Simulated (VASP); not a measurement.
# AlGa3N4 (P-43m) in VASP: a series of runs

The runs below take AlGa3N4 through single point, with r2SCAN.

All numbers are computed with VASP 6.6.1; they aren't measurements. Logs are shortened: lines on timing, memory, paths and dates and some standing lists are left out, and cuts for length are marked.

## (1) The cell of the first run

Symmetry: P-43m, No. 215, cubic system. The conventional cell has a = 4.465 Å, b = 4.465 Å, c = 4.465 Å, α = 90.00°, β = 90.00°, γ = 90.00°. Within 2.5 Å of Al (site symmetry -43m) lie 4 N at 1.89 Å. Ga (site symmetry -42m) has 4 N at 1.95 Å within 2.6 Å. Within 2.5 Å of N (site symmetry 3m) lie 1 Al at 1.89 Å and 3 Ga at 1.95 Å.

## (2) Single point, r2SCAN

POSCAR

```
AlGa3N4
1.0
    4.4653444522      0.0000000000      0.0000000000
    0.0000000000      4.4653444522      0.0000000000
    0.0000000000      0.0000000000      4.4653444522
Al Ga N
1 3 4
Direct
    0.0000000000      0.0000000000      0.0000000000
    0.5000000000      0.5000000000      0.0000000000
    0.5000000000      0.0000000000      0.5000000000
    0.0000000000      0.5000000000      0.5000000000
    0.7553510553      0.7553510553      0.2446489447
    0.7553510553      0.2446489447      0.7553510553
    0.2446489447      0.7553510553      0.7553510553
    0.2446489447      0.2446489447      0.2446489447
```

INCAR.step1

```
SYSTEM = AlGa3N4
ALGO = Normal
EDIFF = 1E-5
ENCUT = 910
GGA = PE
GGA_COMPAT = .False.
ISMEAR = 0
LASPH = .True.
LCHARG = .False.
LREAL = .False.
LWAVE = .True.
NBANDS = 41
NELM = 120
PREC = Accurate
SIGMA = 0.02
```

INCAR.step2

```
SYSTEM = AlGa3N4
ALGO = Normal
EDIFF = 1E-6
ENCUT = 910
GGA_COMPAT = .False.
ISIF = 2
ISMEAR = 0
ISTART = 1
LASPH = .True.
LCHARG = .True.
LELF = .True.
LMIXTAU = .True.
LREAL = .False.
LVHAR = .True.
LWAVE = .False.
METAGGA = R2SCAN
NBANDS = 41
NELM = 120
PREC = Accurate
SIGMA = 0.02
```

KPOINTS

```
k-points
0
Gamma
  6 6 6
  0 0 0
```

Potentials or basis: VASP PAW PBE potentials, release 64 (Al, Ga_d, N_h).

Run with:

```sh
cat potpaw_PBE.64/Al/POTCAR potpaw_PBE.64/Ga_d/POTCAR potpaw_PBE.64/N_h/POTCAR > POTCAR
cp INCAR.step1 INCAR
mpirun -np 1 vasp_std > vasp.out
cp INCAR.step2 INCAR
mpirun -np 1 vasp_std > vasp.out
```

OUTCAR:

```text
SYSTEM = AlGa3N4
   EDIFF = 1E-6
   ENCUT = 910
   ISIF = 2
   ISMEAR = 0
   ISTART = 1
   LASPH = .True.
   LREAL = .False.
   METAGGA = R2SCAN
   NELM = 120
   PREC = Accurate

 ion  position               nearest neighbor table
   1  0.000  0.000  0.000-   5 1.89   6 1.89   7 1.89   8 1.89
   2  0.500  0.500  0.000-   5 1.95   6 1.95   7 1.95   8 1.95
   3  0.500  0.000  0.500-   5 1.95   6 1.95   7 1.95   8 1.95
   4  0.000  0.500  0.500-   5 1.95   6 1.95   7 1.95   8 1.95
   5  0.755  0.755  0.245-   1 1.89   2 1.95   3 1.95   4 1.95
   6  0.755  0.245  0.755-   1 1.89   2 1.95   3 1.95   4 1.95
   7  0.245  0.755  0.755-   1 1.89   2 1.95   3 1.95   4 1.95
   8  0.245  0.245  0.245-   1 1.89   2 1.95   3 1.95   4 1.95

  LATTYP: Found a simple cubic cell.
 ALAT       =     4.4653444522

  Lattice vectors:

 A1 = (   4.4653444522,   0.0000000000,   0.0000000000)
 A2 = (   0.0000000000,   4.4653444522,   0.0000000000)
 A3 = (   0.0000000000,   0.0000000000,   4.4653444522)

Analysis of symmetry for initial positions (statically):
=====================================================================
 Subroutine PRICEL returns:
 Original cell was already a primitive cell.

 Routine SETGRP: Setting up the symmetry group for a
 simple cubic supercell.

 Subroutine GETGRP returns: Found 24 space group operations
 (whereof 24 operations were pure point group operations)
 out of a pool of 48 trial point group operations.

The static configuration has the point symmetry T_d .

Analysis of symmetry for dynamics (positions and initial velocities):
=====================================================================
 Subroutine PRICEL returns:
 Original cell was already a primitive cell.

 Routine SETGRP: Setting up the symmetry group for a
 simple cubic supercell.

 Subroutine GETGRP returns: Found 24 space group operations
 (whereof 24 operations were pure point group operations)
 out of a pool of 48 trial point group operations.

The dynamic configuration has the point symmetry T_d .

 Subroutine INISYM returns: Found 24 space group operations
 (whereof 24 operations are pure point group operations),
 and found     1 'primitive' translations

----------------------------------------------------------------------------------------

                                     Primitive cell

  volume of cell :      89.0358

  direct lattice vectors                    reciprocal lattice vectors
[... 101 lines left out ...]
   ISYM   =      2    0-nonsym 1-usesym 2-fastsym
   POTIM  = 0.5000    time-step for ionic-motion
   TEBEG  =    0.0;   TEEND  =   0.0 temperature during run
   PSTRESS=    0.0 pullay stress
   NELECT =      62.0000    total number of electrons
   NUPDOWN=      -1.0000    fix difference up-down
   EMIN   =  10.00;   EMAX   =-10.00  energy-range for DOS
   EFERMI =   0.00;   METHOD = LEGACY
   ISMEAR =     0;   SIGMA  =   0.02  broadening in eV -4-tet -1-fermi 0-gaus
   EFERMI_NEDOS =   21; number of points for ismear=-14 and -15
   IALGO  =     38    algorithm
   IMIX   =      4    mixing-type and parameters
     AMIX     =   0.40;   BMIX     =  1.00
     AMIX_MAG =   1.60;   BMIX_MAG =  1.00
  volume/ion in A,a.u.               =      11.13        75.11
  Fermi-wavevector in a.u.,A,eV,Ry     =   1.451055  2.742096 28.647877  2.105560
  Thomas-Fermi vector in A             =   2.568596
   LORBIT       =      0    0 simple, 1 ext, 2 COOP (PROOUT), +10 PAW based schemes
   METAGGA = R2SCAN    functional components
   LHFCALC =     F    Hartree Fock is set to
   AEXX    =    0.0000 exact exchange contribution
   IVDW    =     0    specifies the selected vdW correction
   LEPSILON=     F    determine dielectric tensor
   LRPA    =     F    only Hartree local field effects (RPA)
 non-spin polarized calculation
 Gauss-broadening in eV      SIGMA  =   0.02
  energy-cutoff  :      910.00
  volume of cell :       89.04
 maximum number of plane-waves:      5592
 NGX is ok and might be reduce to    48
   NGX = 21   NGY = 21   NGZ = 21

 number of electron      62.0000014 magnetization

 Free energy of the ion-electron system (eV)
  ---------------------------------------------------
  ext. energy  EPLUGINS =         0.00000000
  ---------------------------------------------------
  free energy    TOTEN  =       -84.85896268 eV

  energy without entropy =      -84.85896268  energy(sigma->0) =      -84.85896268

 E-fermi :   5.6214     XC(G=0): -12.3747

 val. band max:        5.4921724082   @ k =   0.0000   0.0000   0.0000
 cond. band min:       8.3070912509   @ k =   0.0000   0.0000   0.0000
 fundamental gap:      2.8149188427
 Fermi energy:         5.6213742030

 k-point     1 :       0.0000    0.0000    0.0000
  band No.  band energies     occupation
      1     -11.0043      2.00000
      2      -9.6126      2.00000
      3      -9.6126      2.00000
      4      -9.6126      2.00000
      5      -8.0131      2.00000
      6      -8.0131      2.00000
[... 869 lines left out ...]
     40      16.1452      0.00000
     41      16.1452      0.00000

------------------------ aborting loop because EDIFF is reached ----------------------------------------

  FORCE on cell =-STRESS in cart. coord.  units (eV):
  Direction    XX          YY          ZZ          XY          YZ          ZX
  --------------------------------------------------------------------------------------
  -------------------------------------------------------------------------------------
  Total        0.3347230      0.3347230      0.3347230     -0.0000000      0.0000000     -0.0000000
  in kB        6.0232551      6.0232551      6.0232551     -0.0000000      0.0000000     -0.0000000
  external PRESSURE =       6.0232551 kB  Pullay stress =       0.0000000 kB

 VOLUME and BASIS-vectors are now :
 -----------------------------------------------------------------------------
  energy-cutoff  :      910.00
  volume of cell :       89.04
      direct lattice vectors                 reciprocal lattice vectors
     4.465344452  0.000000000  0.000000000     0.223946889  0.000000000  0.000000000
     0.000000000  4.465344452  0.000000000     0.000000000  0.223946889  0.000000000
     0.000000000  0.000000000  4.465344452     0.000000000  0.000000000  0.223946889

 POSITION                                       TOTAL-FORCE (eV/Angst)
 -----------------------------------------------------------------------------------
      0.00000      0.00000      0.00000         0.000000     -0.000000      0.000000
      2.23267      2.23267      0.00000         0.000000     -0.000000      0.000000
      2.23267      0.00000      2.23267         0.000000     -0.000000      0.000000
      0.00000      2.23267      2.23267         0.000000     -0.000000     -0.000000
      3.37290      3.37290      1.09244         0.047025      0.047025     -0.047025
      3.37290      1.09244      3.37290         0.047025     -0.047025      0.047025
      1.09244      3.37290      3.37290        -0.047025      0.047025      0.047025
      1.09244      1.09244      1.09244        -0.047025     -0.047025     -0.047025
 -----------------------------------------------------------------------------------
    total drift:                               -0.000000     -0.000000     -0.000000

  FREE ENERGIE OF THE ION-ELECTRON SYSTEM (eV)
  ---------------------------------------------------
  free  energy   TOTEN  =       -84.8589626777 eV

  energy  without entropy=      -84.8589626777  energy(sigma->0) =      -84.85896268
```

Wall time 5.2 min (1 thread of Intel Xeon 6975P-C (Granite Rapids), shared host); peak memory 0.44 GiB.

What came out:

```yaml
Free_energy: -84.8590 eV
Pressure: 0.6 GPa
Largest_force: 0.081 eV/Å
Band_gap_on_the_k_mesh: 2.81 eV
```

Forces on the atoms (eV/Å):
```
Al   0.000  0.000  0.000
Ga   0.000  0.000  0.000
Ga   0.000  0.000  0.000
Ga   0.000  0.000  0.000
N    0.047  0.047 -0.047
N    0.047 -0.047  0.047
N   -0.047  0.047  0.047
N   -0.047 -0.047 -0.047
```

Levels at points of the mesh, in eV from the valence-band top:
| k point | band 27 | band 28 | band 29 | band 30 | band 31 | band 32 | band 33 | band 34 | band 35 | band 36 |
| --- | --- | --- | --- | --- | --- | --- | --- | --- | --- | --- |
| (0.00, 0.00, 0.00) | -2.51 | -2.51 | 0.00 | 0.00 | 0.00 | 2.81 | 3.92 | 3.92 | 3.92 | 7.16 |
| (0.50, 0.00, 0.00) | -2.87 | -1.53 | -1.53 | -1.21 | -1.21 | 5.45 | 5.55 | 6.79 | 6.79 | 8.42 |
| (0.50, 0.50, 0.00) | -3.06 | -0.99 | -0.98 | -0.98 | -0.61 | 7.31 | 7.51 | 7.51 | 7.96 | 8.03 |
| (0.50, 0.50, 0.50) | -0.75 | -0.75 | -0.68 | -0.68 | -0.68 | 5.57 | 5.57 | 5.57 | 6.94 | 9.79 |

Caveat: the cutoff is under 1.25 times the usual one of these potentials, so pressure, stress and relaxed cells hold a basis-set (Pulay) error; the PAW data sets were made with another functional, which shifts forces and pressure a little.

[end of part 1 of 2]
